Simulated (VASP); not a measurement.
## Al: single point with PBEsol

Al, a slab with vacuum:

```
CELL_PARAMETERS angstrom
2.83882 0.00000 0.00000
0.00000 4.01470 0.00000
0.00000 0.00000 21.67760
ATOMIC_POSITIONS crystal
Al 0.00000 0.00000 0.36904
Al 0.50000 0.50000 0.43452
Al 0.00000 0.00000 0.50000
Al 0.50000 0.50000 0.56548
Al 0.00000 0.00000 0.63096
```

```yaml
Program: VASP 6.6.1
Task: single point
Functional: PBEsol
Potentials_or_basis: VASP PAW PBE potentials, release 64 (Al)
Cutoff: 520 eV
k_mesh: 13 × 9 × 1
Occupations: fermi-dirac, width 0.1 eV
Spin: no spin polarisation
```

```
Largest force : 0.287 eV/Å
```

Forces in eV/Å, atoms in the order of the input:
```
Al   0.000  0.000  0.287
Al   0.000  0.000 -0.122
Al   0.000  0.000  0.000
Al   0.000  0.000  0.122
Al   0.000  0.000 -0.287
```

Levels at points of the mesh, in eV from the Fermi level:
| k point | band 4 | band 5 | band 6 | band 7 | band 8 | band 9 | band 10 | band 11 |
| --- | --- | --- | --- | --- | --- | --- | --- | --- |
| (0.00, 0.00, 0.00) | -3.59 | -2.46 | -1.04 | -0.90 | -0.80 | 0.77 | 1.71 | 1.92 |

Run time: 2.3 min on 1 thread of Intel Xeon 6975P-C, on a shared host, peak memory 0.37 GiB.

Caveat: the PAW data sets were made with another functional, which shifts forces and pressure a little.
